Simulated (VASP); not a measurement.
# AlN (P1) in VASP: single point with PBEsol

Aim: the single point of AlN with PBEsol.

All numbers are computed with VASP 6.6.1; they aren't measurements. Logs are shortened: lines on timing, memory, paths and dates and some standing lists are left out, and cuts for length are marked.

## (1) The cell of the first run

The typed cell holds 12 atoms: a = 2.860 Å, b = 2.860 Å, c = 14.046 Å, α = 86.11°, β = 88.05°, γ = 60.00°.

## (2) Single point, PBEsol

File INCAR:

```
PREC     = Accurate       # precision mode
ENCUT    = 520            # plane-wave cutoff, eV
EDIFF    = 1E-6           # SCF threshold, eV
ISMEAR   = 0              # smearing method
SIGMA    = 0.05           # smearing width, eV
LREAL    = False          # projectors in reciprocal space
LASPH    = True           # aspherical terms in the spheres
NELM     = 60             # most SCF steps
ALGO     = Normal         # electronic algorithm
ISIF     = 2              # what is computed and relaxed
LWAVE    = False          # write WAVECAR
LCHARG   = True           # write CHGCAR
GGA      = PS             # functional
LELF     = True           # ELF
LVHAR    = True         
NBANDS   = 36             # bands
```

File KPOINTS:

```
Automatic mesh
0
Gamma
  9 9 2
```

File POSCAR:

```
AlN
1.0
    2.0226209166     -2.0226209166      0.0000000000
    2.0226209166      0.0000000000     -2.0226209166
    8.7646906386      8.0904836664      7.4162766942
Al N
6 6
Direct
    0.6666666667      0.5694444444      0.2916666667
    0.0000000000     -0.0416666667      0.1250000000
    0.3333333333      0.1805555556      0.4583333333
    0.6666666667      0.4027777778      0.7916666667
    1.0000000000      0.7916666667      0.6250000000
    0.3333333333      0.0138888889      0.9583333333
    1.0000000000     -0.1250000000      0.3750000000
    0.3333333333      0.2638888889      0.2083333333
    0.6666666667      0.4861111111      0.5416666667
    1.0000000000      0.7083333333      0.8750000000
    0.3333333333      0.0972222222      0.7083333333
    0.6666666667      0.6527777778      0.0416666667
```

Potentials or basis: VASP PAW PBE potentials, release 64 (Al, N).

Command:

```
$ cat potpaw_PBE.64/Al/POTCAR potpaw_PBE.64/N/POTCAR > POTCAR
$ mpirun -np 1 vasp_std > vasp.out
```

OUTCAR:

```text
PREC = Accurate
   ENCUT = 520
   EDIFF = 1E-6
   ISMEAR = 0
   LREAL = False
   LASPH = True
   NELM = 60
   ISIF = 2
   GGA = PS

 ion  position               nearest neighbor table
   1  0.667  0.569  0.292-   7 2.02   7 2.02   7 2.02   8 2.02   8 2.02   8 2.02   3 2.86   3 2.86
                             3 2.86   2 2.86   2 2.86   2 2.86
   2  0.000  0.958  0.125-  12 2.02   8 2.02   8 2.02  12 2.02   8 2.02  12 2.02   6 2.52   1 2.86
                             1 2.86   1 2.86   6 3.02
   3  0.333  0.181  0.458-   7 2.02   7 2.02   7 2.02   9 2.02   9 2.02   9 2.02   1 2.86   1 2.86
                             1 2.86   5 2.86   5 2.86   5 2.86
   4  0.667  0.403  0.792-  10 2.02  10 2.02  10 2.02  11 2.02  11 2.02  11 2.02   6 2.86   6 2.86
                             6 2.86   5 2.86   5 2.86   5 2.86
   5  0.000  0.792  0.625-  11 2.02   9 2.02   9 2.02   9 2.02  11 2.02  11 2.02   3 2.86   4 2.86
                             4 2.86   3 2.86   3 2.86   4 2.86
   6  0.333  0.014  0.958-  12 1.51  10 2.02  10 2.02  10 2.02  12 2.24   2 2.52   4 2.86   4 2.86
                             4 2.86   2 3.02
   7  0.000  0.875  0.375-   1 2.02   3 2.02   3 2.02   1 2.02   1 2.02   3 2.02
   8  0.333  0.264  0.208-   2 2.02   2 2.02   2 2.02   1 2.02   1 2.02   1 2.02
   9  0.667  0.486  0.542-   5 2.02   5 2.02   5 2.02   3 2.02   3 2.02   3 2.02
  10  0.000  0.708  0.875-   4 2.02   6 2.02   6 2.02   4 2.02   6 2.02   4 2.02
  11  0.333  0.097  0.708-   5 2.02   5 2.02   5 2.02   4 2.02   4 2.02   4 2.02
  12  0.667  0.653  0.042-   6 1.51   2 2.02   2 2.02   2 2.02   6 2.24

  LATTYP: Found a base centered monoclinic cell.
 ALAT       =     2.8604179318
 B/A-ratio  =     1.7320508076
 C/A-ratio  =     4.9103066209
 COS(beta)  =    -0.0678844233

  Lattice vectors:

 A1 = (  -2.0226209166,   2.0226209166,   0.0000000000)
 A2 = (   0.0000000000,  -2.0226209166,   2.0226209166)
 A3 = (   8.7646906386,   8.0904836664,   7.4162766942)

Analysis of symmetry for initial positions (statically):
=====================================================================
 Subroutine PRICEL returns:
 Original cell was already a primitive cell.

 Routine SETGRP: Setting up the symmetry group for a
 base centered monoclinic supercell.

 Subroutine GETGRP returns: Found  1 space group operations
 (whereof  1 operations were pure point group operations)
 out of a pool of  4 trial point group operations.

The static configuration has the point symmetry C_1 .

Analysis of symmetry for dynamics (positions and initial velocities):
=====================================================================
 Subroutine PRICEL returns:
 Original cell was already a primitive cell.

 Routine SETGRP: Setting up the symmetry group for a
 base centered monoclinic supercell.

 Subroutine GETGRP returns: Found  1 space group operations
 (whereof  1 operations were pure point group operations)
 out of a pool of  4 trial point group operations.

The dynamic configuration has the point symmetry C_1 .

 Subroutine INISYM returns: Found  1 space group operations
 (whereof  1 operations are pure point group operations),
 and found     1 'primitive' translations

----------------------------------------------------------------------------------------

                                     Primitive cell

  volume of cell :      99.2944

  direct lattice vectors                    reciprocal lattice vectors
     2.022620917 -2.022620917  0.000000000     0.164802673 -0.329605346  0.164802673
     2.022620917  0.000000000 -2.022620917     0.151069117  0.151069117 -0.343338902
     8.764690639  8.090483666  7.416276694     0.041200668  0.041200668  0.041200668

  length of vectors
     2.860417932  2.860417932 14.045529109     0.403682457  0.404382687  0.071361651

  position of ions in fractional coordinates (direct lattice)
     0.666666667  0.569444444  0.291666667
     1.000000000  0.958333333  0.125000000
     0.333333333  0.180555556  0.458333333
     0.666666667  0.402777778  0.791666667
     1.000000000  0.791666667  0.625000000
     0.333333333  0.013888889  0.958333333
     1.000000000  0.875000000  0.375000000
     0.333333333  0.263888889  0.208333333
     0.666666667  0.486111111  0.541666667
     1.000000000  0.708333333  0.875000000
[... 28 lines left out ...]
  Cartesian coordinates                     Fractional coordinates (reciprocal lattice)
     0.018311408 -0.036622816  0.018311408     0.111111111  0.000000000 -0.000000000
     0.016785457  0.016785457 -0.038148767     0.000000000  0.111111111  0.000000000
     0.020600334  0.020600334  0.020600334     0.000000000  0.000000000  0.500000000

  Length of vectors
     0.044853606  0.044931410  0.035680825

  Shift w.r.t. Gamma in fractional coordinates (k-lattice)
     0.000000000  0.000000000  0.000000000

 Subroutine IBZKPT returns following result:
 ===========================================

 Found     82 irreducible k-points:

 Following reciprocal coordinates:
            Coordinates               Weight
  0.000000  0.000000  0.000000      1.000000
  0.111111  0.000000  0.000000      2.000000
  0.222222  0.000000  0.000000      2.000000
  0.333333  0.000000 -0.000000      2.000000
  0.444444  0.000000  0.000000      2.000000
  0.000000  0.111111 -0.000000      2.000000
[... 16 lines left out ...]
  0.333333 -0.222222 -0.000000      2.000000
  0.000000  0.333333 -0.000000      2.000000
 [... further k-points ...]
   k-points           NKPTS =     82   k-points in BZ     NKDIM =     82   number of bands    NBANDS=     36
   number of dos      NEDOS =    301   number of ions     NIONS =     12
   total plane-waves  NPLWV =  62208
   dimension x,y,z NGX =    24 NGY =   24 NGZ =  108
   dimension x,y,z NGXF=    48 NGYF=   48 NGZF=  216
   ions per type =               6   6
   NGX,Y,Z   is equivalent  to a cutoff of  13.95, 13.95, 12.78 a.u.
   NGXF,Y,Z  is equivalent  to a cutoff of  27.90, 27.90, 25.57 a.u.
 SYSTEM =  unknown system
   PREC   = accura    normal or accurate (medium, high low for compatibility)
   ISTART =      0    job   : 0-new  1-cont  2-samecut
   ICHARG =      2    charge: 1-file 2-atom 10-const
   ISPIN  =      1    spin polarized calculation?
   LNONCOLLINEAR =      F non collinear calculations
   LSORBIT =      F    spin-orbit coupling
   LASPH  =      T    aspherical Exc in radial PAW
   ENCUT  =  520.0 eV  38.22 Ry    6.18 a.u.   5.32  5.32 26.12*2*pi/ulx,y,z
   NELM   =     60;   NELMIN=  2; NELMDL= -5     # of ELM steps
   EDIFF  = 0.1E-05   stopping-criterion for ELM
   LREAL  =      F    real-space projection
   EDIFFG = 0.1E-04   stopping-criterion for IOM
   NSW    =      0    number of steps for IOM
   IBRION =     -1    ionic relax: 0-MD 1-quasi-New 2-CG
   NFREE  =      0    steps in history (QN), initial steepest desc. (CG)
   ISIF   =      2    stress and relaxation
   ISYM   =      2    0-nonsym 1-usesym 2-fastsym
   POTIM  = 0.5000    time-step for ionic-motion
   TEBEG  =    0.0;   TEEND  =   0.0 temperature during run
   PSTRESS=    0.0 pullay stress
   NELECT =      48.0000    total number of electrons
   NUPDOWN=      -1.0000    fix difference up-down
   EMIN   =  10.00;   EMAX   =-10.00  energy-range for DOS
   EFERMI =   0.00;   METHOD = LEGACY
   ISMEAR =     0;   SIGMA  =   0.05  broadening in eV -4-tet -1-fermi 0-gaus
   EFERMI_NEDOS =   21; number of points for ismear=-14 and -15
   IALGO  =     38    algorithm
   IMIX   =      4    mixing-type and parameters
     AMIX     =   0.40;   BMIX     =  1.00
     AMIX_MAG =   1.60;   BMIX_MAG =  1.00
  volume/ion in A,a.u.               =       8.27        55.84
  Fermi-wavevector in a.u.,A,eV,Ry     =   1.284834  2.427984 22.460474  1.650798
  Thomas-Fermi vector in A             =   2.417004
   LORBIT       =      0    0 simple, 1 ext, 2 COOP (PROOUT), +10 PAW based schemes
   GGA     = PS    functional components
   LHFCALC =     F    Hartree Fock is set to
   AEXX    =    0.0000 exact exchange contribution
   IVDW    =     0    specifies the selected vdW correction
   LEPSILON=     F    determine dielectric tensor
   LRPA    =     F    only Hartree local field effects (RPA)
 non-spin polarized calculation
 Gauss-broadening in eV      SIGMA  =   0.05
  energy-cutoff  :      520.00
  volume of cell :       99.29
 maximum number of plane-waves:      2695
 NGX is ok and might be reduce to    24
   NGX = 11   NGY = 11   NGZ = 53

 number of electron      47.9999994 magnetization

 Free energy of the ion-electron system (eV)
  ---------------------------------------------------
  ext. energy  EPLUGINS =         0.00000000
  ---------------------------------------------------
  free energy    TOTEN  =       -89.99251754 eV

  energy without entropy =      -89.99251754  energy(sigma->0) =      -89.99251754

 E-fermi :  10.3809     XC(G=0): -12.4214

 val. band max:       10.0993257880   @ k =   0.0000   0.0000   0.0000
 cond. band min:      14.0115017623   @ k =   0.0000   0.4444  -0.0000
 fundamental gap:      3.9121759743
 Fermi energy:        10.3809321991

 k-point     1 :       0.0000    0.0000    0.0000
  band No.  band energies     occupation
      1      -7.7359      2.00000
      2      -7.1781      2.00000
      3      -7.0761      2.00000
      4      -5.6505      2.00000
      5      -5.6046      2.00000
      6      -4.4099      2.00000
[... 925 lines left out ...]
     35      20.1379      0.00000
     36      20.7283      0.00000

 [... further k-points ...]

------------------------ aborting loop because EDIFF is reached ----------------------------------------

  FORCE on cell =-STRESS in cart. coord.  units (eV):
  Direction    XX          YY          ZZ          XY          YZ          ZX
  --------------------------------------------------------------------------------------
  -------------------------------------------------------------------------------------
  Total        3.5099819      2.6128254     15.8789825     -1.0825137      4.2600333      7.2951299
  in kB       56.6357597     42.1595777    256.2173438    -17.4670371     68.7383098    117.7114975
  external PRESSURE =     118.3375604 kB  Pullay stress =       0.0000000 kB

 VOLUME and BASIS-vectors are now :
 -----------------------------------------------------------------------------
  energy-cutoff  :      520.00
  volume of cell :       99.29
      direct lattice vectors                 reciprocal lattice vectors
     2.022620917 -2.022620917  0.000000000     0.164802673 -0.329605346  0.164802673
     2.022620917  0.000000000 -2.022620917     0.151069117  0.151069117 -0.343338902
     8.764690639  8.090483666  7.416276694     0.041200668  0.041200668  0.041200668

 POSITION                                       TOTAL-FORCE (eV/Angst)
 -----------------------------------------------------------------------------------
      5.05655      1.01131      1.01131        -0.077080     -0.073303     -0.072889
      3.03393      1.01131     -1.01131        -0.058202      0.478996      0.245428
      5.05655      3.03393      3.03393        -0.071062     -0.071138     -0.070797
      9.10179      5.05655      5.05655        -0.113287     -0.108358     -0.154959
      7.07917      5.05655      3.03393        -0.068883     -0.073698     -0.071018
      9.10179      7.07917      7.07917        -5.810205     -0.481091    -12.160945
      5.05655      3.03393      1.01131         0.066920      0.071186      0.074661
      3.03393      1.01131      1.01131         0.006330      0.056093      0.104447
      7.07917      3.03393      3.03393         0.075214      0.067806      0.069608
      9.10179      7.07917      5.05655         0.407586     -0.776735     -0.292074
      7.07917      5.05655      5.05655         0.106686      0.037964      0.041035
      3.03393     -1.01131     -1.01131         5.535983      0.872280     12.287502
 -----------------------------------------------------------------------------------
    total drift:                               -0.000700      0.000182     -0.001203

  FREE ENERGIE OF THE ION-ELECTRON SYSTEM (eV)
  ---------------------------------------------------
  free  energy   TOTEN  =       -89.9925175357 eV

  energy  without entropy=      -89.9925175357  energy(sigma->0) =      -89.99251754
```

It took 5.6 min on 1 thread of Intel Xeon 6975P-C, shared host; peak memory 0.36 GiB.

Results:

```yaml
Free_energy: -89.9925 eV
Pressure: 11.8 GPa
Largest_force: 13.505 eV/Å
Band_gap_on_the_k_mesh: 3.91 eV, indirect (least direct gap 4.58 eV)
```

Forces on the atoms (eV/Å):
```
Al   -0.077  -0.073  -0.073
Al   -0.058   0.479   0.245
Al   -0.071  -0.071  -0.071
Al   -0.113  -0.108  -0.155
Al   -0.069  -0.074  -0.071
Al   -5.810  -0.481 -12.161
N     0.067   0.071   0.075
N     0.006   0.056   0.104
N     0.075   0.068   0.070
N     0.408  -0.777  -0.292
N     0.107   0.038   0.041
N     5.536   0.872  12.288
```

Stress tensor (GPa, compression positive):
```
 5.66 -1.75 11.77
-1.75  4.22  6.87
11.77  6.87 25.62
```

Caveat: the PAW data sets were made with another functional, which shifts forces and pressure a little. A k mesh can miss the band edges.
